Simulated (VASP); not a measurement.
Write the native input for VASP 6.6.1 that does the following.

| Property | Result |
| --- | --- |
| Task | single point |
| Functional | PBEsol |
| Potentials or basis | VASP PAW PBE potentials, release 64 (Rh_pv) |
| Cutoff | 520 eV |
| k mesh | 9 × 9 × 9 |
| Occupations | methfessel-paxton, width 0.1 eV |
| Spin | non-collinear spin, zero start, spin-orbit coupling |
| Starting moments | [[0.0, 0.0, 0.0]] μB |
| Dipole correction | no |
| Further INCAR settings | ALGO = Fast; EDIFF = 1e-06; NBANDS = 26 |

The structure of Rh lies in POSCAR:

```
Rh
1.0
    0.0000000000      1.8978500000      1.8978500000
    1.8978500000      0.0000000000      1.8978500000
    1.8978500000      1.8978500000      0.0000000000
Rh
1
Direct
    0.0000000000      0.0000000000      0.0000000000
```

These files were run (other wordings do the same):

INCAR

```
SYSTEM = Rh
PREC = Accurate
ENCUT = 520
EDIFF = 1E-6
ISMEAR = 1
SIGMA = 0.1
LREAL = .False.
LASPH = .True.
NELM = 150
ALGO = Fast
ISIF = 2
LWAVE = .False.
LCHARG = .False.
MAGMOM = 0 0 0
LORBIT = 11
LSORBIT = .True.
GGA_COMPAT = .False.
LORBMOM = .True.
LMAXMIX = 4
GGA = PS
NBANDS = 26
```

KPOINTS

```
regular mesh
0
Gamma
  9 9 9
  0 0 0
```

Potentials or basis: VASP PAW PBE potentials, release 64 (Rh_pv).

Command:

```console
$ cat potpaw_PBE.64/Rh_pv/POTCAR > POTCAR
$ mpirun -np 1 vasp_ncl > vasp.out
```

Results of the run:

| Property | Result |
| --- | --- |
| Pressure | -3.3 GPa |
| Net moment | 0.00 μB per cell |
| Valence electrons inside the program's atomic spheres | Rh 13.79 |

Caveat: the PAW data sets were made with another functional, which shifts forces and pressure a little.

Run time: 20 s on 1 thread of Intel(R) Xeon(R) 6975P-C (Granite Rapids), on a shared host, peak memory 0.16 GiB.
